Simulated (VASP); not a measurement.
# MgO (P6_3mc) in VASP: a series of runs, part 2 of 3

VASP 6.6.1. The steps go on from the part before.

### Step 3. Single point, PBEsol (c/a of the conventional cell at fixed volume 1.6106)

INCAR

```
SYSTEM = MgO
PREC     = Accurate       ! precision mode
ENCUT    = 520            ! plane-wave cutoff, eV
EDIFF    = 1E-6           ! SCF threshold, eV
ISMEAR   = 0              ! smearing method
SIGMA    = 0.05           ! smearing width, eV
LREAL    = .False.        ! projectors in reciprocal space
LASPH    = .True.         ! aspherical terms in the spheres
NELM     = 60             ! most SCF steps
ALGO     = Normal         ! electronic algorithm
ISIF     = 2              ! what is computed and relaxed
LWAVE    = .False.        ! write WAVECAR
LCHARG   = .True.         ! write CHGCAR
GGA      = PS             ! functional
LELF     = .True.         ! ELF
LVHAR    = .True.       
NBANDS   = 16             ! bands
```

KPOINTS

```
Automatic mesh
0
Gamma
  9 9 6
  0 0 0
```

POSCAR

```
MgO
1.0
    3.2399209199      0.0000000000      0.0000000000
   -1.6199604600      2.8058538229      0.0000000000
    0.0000000000      0.0000000000      5.2182166336
Mg O
2 2
Direct
    0.3333333333      0.6666666667      0.0036583380
    0.6666666667      0.3333333333      0.5036583380
    0.3333333333      0.6666666667      0.4009416620
    0.6666666667      0.3333333333      0.9009416620
```

Potentials or basis: VASP PAW PBE potentials, release 64 (Mg, O).

Run with:

```bash
$ cat potpaw_PBE.64/Mg/POTCAR potpaw_PBE.64/O/POTCAR > POTCAR
$ mpirun -np 1 vasp_std > vasp.out
```

OUTCAR:

```text
SYSTEM = MgO
   PREC = Accurate
   ENCUT = 520
   EDIFF = 1E-6
   ISMEAR = 0
   LREAL = .False.
   LASPH = .True.
   NELM = 60
   ISIF = 2
   GGA = PS

 ion  position               nearest neighbor table
   1  0.333  0.667  0.004-   4 1.95   4 1.95   4 1.95   3 2.07   2 3.21   2 3.21   2 3.21   2 3.21
                             2 3.21   2 3.21
   2  0.667  0.333  0.504-   3 1.95   3 1.95   3 1.95   4 2.07   1 3.21   1 3.21   1 3.21   1 3.21
                             1 3.21   1 3.21
   3  0.333  0.667  0.401-   2 1.95   2 1.95   2 1.95   1 2.07
   4  0.667  0.333  0.901-   1 1.95   1 1.95   1 1.95   2 2.07

  LATTYP: Found a hexagonal cell.
 ALAT       =     3.2399209199
 C/A-ratio  =     1.6106000000

  Lattice vectors:

 A1 = (   3.2399209199,   0.0000000000,   0.0000000000)
 A2 = (  -1.6199604600,   2.8058538229,   0.0000000000)
 A3 = (   0.0000000000,   0.0000000000,   5.2182166336)

Analysis of symmetry for initial positions (statically):
=====================================================================
 Subroutine PRICEL returns:
 Original cell was already a primitive cell.

 Routine SETGRP: Setting up the symmetry group for a
 hexagonal supercell.

 Subroutine GETGRP returns: Found 12 space group operations
 (whereof  6 operations were pure point group operations)
 out of a pool of 24 trial point group operations.

The static configuration has the point symmetry C_3v.
 The point group associated with its full space group is C_6v.

Analysis of symmetry for dynamics (positions and initial velocities):
=====================================================================
 Subroutine PRICEL returns:
 Original cell was already a primitive cell.

 Routine SETGRP: Setting up the symmetry group for a
 hexagonal supercell.

 Subroutine GETGRP returns: Found 12 space group operations
 (whereof  6 operations were pure point group operations)
 out of a pool of 24 trial point group operations.

The dynamic configuration has the point symmetry C_3v.
 The point group associated with its full space group is C_6v.

 Subroutine INISYM returns: Found 12 space group operations
 (whereof  6 operations are pure point group operations),
[... 120 lines left out ...]
     AMIX_MAG =   1.60;   BMIX_MAG =  1.00
  volume/ion in A,a.u.               =      11.86        80.03
  Fermi-wavevector in a.u.,A,eV,Ry     =   1.139570  2.153475 17.668792  1.298620
  Thomas-Fermi vector in A             =   2.276273
   LORBIT       =      0    0 simple, 1 ext, 2 COOP (PROOUT), +10 PAW based schemes
   GGA     = PS    functional components
   LHFCALC =     F    Hartree Fock is set to
   AEXX    =    0.0000 exact exchange contribution
   IVDW    =     0    specifies the selected vdW correction
   LEPSILON=     F    determine dielectric tensor
   LRPA    =     F    only Hartree local field effects (RPA)
 non-spin polarized calculation
 Gauss-broadening in eV      SIGMA  =   0.05
  energy-cutoff  :      520.00
  volume of cell :       47.44
 maximum number of plane-waves:      1302
   NGX = 13   NGY = 13   NGZ = 19

 number of electron      16.0000010 magnetization

 Free energy of the ion-electron system (eV)
  ---------------------------------------------------
  ext. energy  EPLUGINS =         0.00000000
  ---------------------------------------------------
  free energy    TOTEN  =       -24.48757815 eV

  energy without entropy =      -24.48757815  energy(sigma->0) =      -24.48757815

 E-fermi :   1.0745     XC(G=0):  -9.9546

 val. band max:        0.8559926046   @ k =   0.0000   0.0000   0.0000
 cond. band min:       4.3086869878   @ k =   0.0000   0.0000   0.0000
 fundamental gap:      3.4526943832
 Fermi energy:         1.0745350003

 k-point     1 :       0.0000    0.0000    0.0000
  band No.  band energies     occupation
      1     -15.1850      2.00000
      2     -14.4735      2.00000
      3      -2.4225      2.00000
      4       0.3357      2.00000
      5       0.3357      2.00000
      6       0.5841      2.00000
[... 433 lines left out ...]
      3      -1.6883      2.00000
      4      -1.1900      2.00000
      5      -1.1900      2.00000
      6      -0.5898      2.00000
[... 8 lines left out ...]
     15      14.2384      0.00000
     16      18.5397      0.00000

 [... further k-points ...]
[... 5 lines left out ...]
  --------------------------------------------------------------------------------------
  -------------------------------------------------------------------------------------
  Total        1.3479811      1.3479811     -1.8681052     -0.0000000     -0.0000000      0.0000000
  in kB       45.5273985     45.5273985    -63.0943333     -0.0000000     -0.0000000      0.0000000
  external PRESSURE =       9.3201545 kB  Pullay stress =       0.0000000 kB

 VOLUME and BASIS-vectors are now :
 -----------------------------------------------------------------------------
  energy-cutoff  :      520.00
  volume of cell :       47.44
      direct lattice vectors                 reciprocal lattice vectors
     3.239920920  0.000000000  0.000000000     0.308649509  0.178198877  0.000000000
    -1.619960460  2.805853823  0.000000000     0.000000000  0.356397754  0.000000000
     0.000000000  0.000000000  5.218216634     0.000000000  0.000000000  0.191636352

 POSITION                                       TOTAL-FORCE (eV/Angst)
 -----------------------------------------------------------------------------------
     -0.00000      1.87057      0.01909         0.000000     -0.000000      0.495350
      1.61996      0.93528      2.62820        -0.000000     -0.000000      0.495350
     -0.00000      1.87057      2.09220         0.000000     -0.000000     -0.495350
      1.61996      0.93528      4.70131        -0.000000      0.000000     -0.495350
 -----------------------------------------------------------------------------------
    total drift:                               -0.000000      0.000000      0.000870

  FREE ENERGIE OF THE ION-ELECTRON SYSTEM (eV)
  ---------------------------------------------------
  free  energy   TOTEN  =       -24.4875781549 eV

  energy  without entropy=      -24.4875781549  energy(sigma->0) =      -24.48757815
```

It took 21 s on 1 thread of Intel Xeon Platinum 8488C (Sapphire Rapids), shared host; peak memory 0.17 GiB.

What came out:

| Item | Value |
| --- | --- |
| Free energy | -24.4876 eV |
| Pressure | 0.9 GPa |
| Largest force | 0.495 eV/Å |
| Band gap on the k mesh | 3.45 eV, direct |

Forces on the atoms (eV/Å):
```
Mg   0.000  0.000  0.495
Mg   0.000  0.000  0.495
O    0.000  0.000 -0.495
O    0.000  0.000 -0.495
```

Caveat: the PAW data sets were made with another functional, which shifts forces and pressure a little.

### Step 4. Single point, PBEsol (c/a of the conventional cell at fixed volume 1.5498)

INCAR

```
SYSTEM = MgO
PREC = Accurate
ENCUT = 520
EDIFF = 1E-6
ISMEAR = 0
SIGMA = 0.05
LREAL = .False.
LASPH = .True.
NELM = 60
ALGO = Normal
ISIF = 2
LWAVE = .False.
LCHARG = .True.
GGA = PS
LELF = .True.
LVHAR = .True.
NBANDS = 16
```

KPOINTS is that of step 3.

POSCAR

```
MgO
1.0
    3.2817469438      0.0000000000      0.0000000000
   -1.6408734719      2.8420762221      0.0000000000
    0.0000000000      0.0000000000      5.0860514134
Mg O
2 2
Direct
    0.3333333333      0.6666666667      0.0036583380
    0.6666666667      0.3333333333      0.5036583380
    0.3333333333      0.6666666667      0.4009416620
    0.6666666667      0.3333333333      0.9009416620
```

Potentials or basis: VASP PAW PBE potentials, release 64 (Mg, O).

Run with:

```bash
$ cat potpaw_PBE.64/Mg/POTCAR potpaw_PBE.64/O/POTCAR > POTCAR
$ mpirun -np 1 vasp_std > vasp.out
```

OUTCAR:

```text
SYSTEM = MgO
   PREC = Accurate
   ENCUT = 520
   EDIFF = 1E-6
   ISMEAR = 0
   LREAL = .False.
   LASPH = .True.
   NELM = 60
   ISIF = 2
   GGA = PS

 ion  position               nearest neighbor table
   1  0.333  0.667  0.004-   4 1.97   4 1.97   4 1.97   3 2.02   2 3.17   2 3.17   2 3.17   2 3.17
                             2 3.17   2 3.17
   2  0.667  0.333  0.504-   3 1.97   3 1.97   3 1.97   4 2.02   1 3.17   1 3.17   1 3.17   1 3.17
                             1 3.17   1 3.17
   3  0.333  0.667  0.401-   2 1.97   2 1.97   2 1.97   1 2.02
   4  0.667  0.333  0.901-   1 1.97   1 1.97   1 1.97   2 2.02

  LATTYP: Found a hexagonal cell.
 ALAT       =     3.2817469438
 C/A-ratio  =     1.5498000000

  Lattice vectors:

 A1 = (   3.2817469438,   0.0000000000,   0.0000000000)
 A2 = (  -1.6408734719,   2.8420762221,   0.0000000000)
 A3 = (   0.0000000000,   0.0000000000,   5.0860514134)

Analysis of symmetry for initial positions (statically):
=====================================================================
 Subroutine PRICEL returns:
 Original cell was already a primitive cell.

 Routine SETGRP: Setting up the symmetry group for a
 hexagonal supercell.

 Subroutine GETGRP returns: Found 12 space group operations
 (whereof  6 operations were pure point group operations)
 out of a pool of 24 trial point group operations.

The static configuration has the point symmetry C_3v.
 The point group associated with its full space group is C_6v.

Analysis of symmetry for dynamics (positions and initial velocities):
=====================================================================
 Subroutine PRICEL returns:
 Original cell was already a primitive cell.

 Routine SETGRP: Setting up the symmetry group for a
 hexagonal supercell.

 Subroutine GETGRP returns: Found 12 space group operations
 (whereof  6 operations were pure point group operations)
 out of a pool of 24 trial point group operations.

The dynamic configuration has the point symmetry C_3v.
 The point group associated with its full space group is C_6v.
[... 125 lines left out ...]
  Fermi-wavevector in a.u.,A,eV,Ry     =   1.139570  2.153475 17.668792  1.298620
  Thomas-Fermi vector in A             =   2.276273
   LORBIT       =      0    0 simple, 1 ext, 2 COOP (PROOUT), +10 PAW based schemes
   GGA     = PS    functional components
   LHFCALC =     F    Hartree Fock is set to
   AEXX    =    0.0000 exact exchange contribution
   IVDW    =     0    specifies the selected vdW correction
   LEPSILON=     F    determine dielectric tensor
   LRPA    =     F    only Hartree local field effects (RPA)
 non-spin polarized calculation
 Gauss-broadening in eV      SIGMA  =   0.05
  energy-cutoff  :      520.00
  volume of cell :       47.44
 maximum number of plane-waves:      1296
   NGX = 13   NGY = 13   NGZ = 19

 number of electron      16.0000012 magnetization

 Free energy of the ion-electron system (eV)
  ---------------------------------------------------
  ext. energy  EPLUGINS =         0.00000000
  ---------------------------------------------------
  free energy    TOTEN  =       -24.54318975 eV

  energy without entropy =      -24.54318975  energy(sigma->0) =      -24.54318975

 E-fermi :   1.2126     XC(G=0):  -9.9573

 val. band max:        0.9350741730   @ k =   0.0000   0.0000   0.0000
 cond. band min:       4.3228602488   @ k =   0.0000   0.0000   0.0000
 fundamental gap:      3.3877860758
 Fermi energy:         1.2125732626

 k-point     1 :       0.0000    0.0000    0.0000
  band No.  band energies     occupation
      1     -15.1787      2.00000
      2     -14.4033      2.00000
      3      -2.3630      2.00000
      4       0.2709      2.00000
      5       0.2709      2.00000
      6       0.5707      2.00000
[... 433 lines left out ...]
      3      -1.7095      2.00000
      4      -1.2127      2.00000
      5      -1.2127      2.00000
      6      -0.4983      2.00000
[... 8 lines left out ...]
     15      14.2567      0.00000
     16      18.2961      0.00000

 [... further k-points ...]

------------------------ aborting loop because EDIFF is reached ----------------------------------------

  FORCE on cell =-STRESS in cart. coord.  units (eV):
  Direction    XX          YY          ZZ          XY          YZ          ZX
  --------------------------------------------------------------------------------------
  -------------------------------------------------------------------------------------
  Total        0.3685217      0.3685217     -0.7431709      0.0000000     -0.0000000      0.0000000
  in kB       12.4466376     12.4466376    -25.1002308      0.0000000     -0.0000000      0.0000000
  external PRESSURE =      -0.0689852 kB  Pullay stress =       0.0000000 kB

 VOLUME and BASIS-vectors are now :
 -----------------------------------------------------------------------------
  energy-cutoff  :      520.00
  volume of cell :       47.44
      direct lattice vectors                 reciprocal lattice vectors
     3.281746944  0.000000000  0.000000000     0.304715756  0.175927724  0.000000000
    -1.640873472  2.842076222  0.000000000     0.000000000  0.351855447  0.000000000
     0.000000000  0.000000000  5.086051413     0.000000000  0.000000000  0.196616180

 POSITION                                       TOTAL-FORCE (eV/Angst)
 -----------------------------------------------------------------------------------
     -0.00000      1.89472      0.01861        -0.000000      0.000000      0.191413
      1.64087      0.94736      2.56163         0.000000      0.000000      0.191413
     -0.00000      1.89472      2.03921        -0.000000      0.000000     -0.191413
      1.64087      0.94736      4.58224        -0.000000      0.000000     -0.191413
 -----------------------------------------------------------------------------------
    total drift:                               -0.000000      0.000000      0.001651

  FREE ENERGIE OF THE ION-ELECTRON SYSTEM (eV)
  ---------------------------------------------------
  free  energy   TOTEN  =       -24.5431897534 eV

  energy  without entropy=      -24.5431897534  energy(sigma->0) =      -24.54318975
```

stdout:

```text
POSCAR found type information on POSCAR MgO
 POSCAR found :  2 types and       4 ions
 scaLAPACK will be used
 -----------------------------------------------------------------------------
|                                                                             |
|                                                                             |
|     You enforced a specific xc type in the INCAR file but a different       |
|     I HOPE YOU KNOW WHAT YOU ARE DOING!                                     |
|                                                                             |
 -----------------------------------------------------------------------------

 LDA part: xc-table for (Slater+PW92), standard interpolation
 POSCAR, INCAR and KPOINTS ok, starting setup
 FFT: planning ... GRIDC
 FFT: planning ... GRID_SOFT
 FFT: planning ... GRID
 WAVECAR not read
 entering main loop
```

Wall time 18 s (1 thread of Intel Xeon Platinum 8488C (Sapphire Rapids), shared host); peak memory 0.17 GiB.

Results:

* Free energy: -24.5432 eV
* Pressure: 0.0 GPa
* Largest force: 0.191 eV/Å
* Band gap on the k mesh: 3.39 eV, direct

Forces on the atoms (eV/Å):
```
Mg   0.000  0.000  0.191
Mg   0.000  0.000  0.191
O    0.000  0.000 -0.191
O    0.000  0.000 -0.191
```

Stress tensor (GPa, compression positive):
```
 1.24  0.00  0.00
 0.00  1.24  0.00
 0.00  0.00 -2.51
```

Caveat: the PAW data sets were made with another functional, which shifts forces and pressure a little. A k mesh can miss the band edges.

[end of part 2 of 3]
